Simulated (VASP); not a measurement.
Here is a VASP 6.6.1 calculation.

The input INCAR:

```
  PREC = Accurate
  ENCUT = 500
  EDIFF = 1E-6
  ISMEAR = -1
  SIGMA = 0.05
  LREAL = False
  LASPH = True
  NELM = 120
  ALGO = Normal
  ISIF = 2
  LWAVE = False
  LCHARG = False
  GGA = PS
  NBANDS = 17
  GGA_COMPAT = False
```

KPOINTS

```
regular mesh
0
Gamma
  6 6 6
```

The input POSCAR:

```
PbS
1.0
    4.0896980000      0.0000000000      0.0000000000
   -2.0448490000      3.5417823618      0.0000000000
    0.0000000000      0.0000000000      3.7881670000
Pb S
1 1
Direct
    0.0000000000      0.0000000000      0.0000000000
    0.6666670000      0.3333330000      0.5000000000
```

Potentials or basis: VASP PAW PBE potentials, release 64 (Pb_d, S).

Run with:

```console
$ cat potpaw_PBE.64/Pb_d/POTCAR potpaw_PBE.64/S/POTCAR > POTCAR
$ mpirun -np 1 vasp_std > vasp.out
```

(1) What does it give for the band gap on the k mesh?

(2) What does it give for the pressure?

Results:

(1) zero (band 10 reaches 5.18 eV, above the bottom of band 11 at 4.64 eV).

(2) -3.0 GPa.

Caveat: the PAW data sets were made with another functional, which shifts forces and pressure a little; spin-orbit coupling is left out, which moves the levels of the heavy elements.
